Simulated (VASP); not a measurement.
Input of a VASP 6.6.1 run:

INCAR

```
ALGO = Normal
EDIFF = 1E-6
ENCUT = 520
GGA = PE
ISIF = 2
ISMEAR = 0
ISPIN = 2
LASPH = True
LCHARG = False
LORBIT = 11
LREAL = False
LWAVE = False
MAGMOM = 0 1 1 1 1 1
NBANDS = 34
NELM = 150
PREC = Accurate
SIGMA = 0.1
```

Contents of KPOINTS:

```
k-points
0
Gamma
  6 6 6
```

POSCAR

```
CdO5
1.0
    1.6118302339     -8.0688944761      0.0000000000
    1.6118302339      8.0688944761      0.0000000000
    0.0000000000      0.0000000000      3.3133454081
Cd O
1 5
Direct
    0.0000000000      0.0000000000      0.0000000000
    0.5000000000      0.5000000000      0.5000000000
    0.5364408504      0.9611444466      0.7926820592
    0.4635591496      0.0388555534      0.7926820592
    0.9611444466      0.5364408504      0.2073179408
    0.0388555534      0.4635591496      0.2073179408
```

Potentials or basis: VASP PAW PBE potentials, release 64 (Cd, O).

Command:

```sh
$ cat potpaw_PBE.64/Cd/POTCAR potpaw_PBE.64/O/POTCAR > POTCAR
$ mpirun -np 1 vasp_std > vasp.out
```

**Question.** Predict the largest force.

**Answer.** 1.216 eV/Å.

**Question.** Estimate the pressure.

**Answer.** 2.0 GPa.

**Question.** Estimate the net moment.

**Answer.** 0.00 μB per cell.

Stress tensor (GPa, compression positive):
```
0.20 0.00 0.00
0.00 5.64 0.00
0.00 0.00 0.21
```

Caveat: the standard files for N, O and F lose accuracy on very short bonds; forces of over 1 eV/Å act on the atoms, so gaps and moduli don't describe the material at rest.
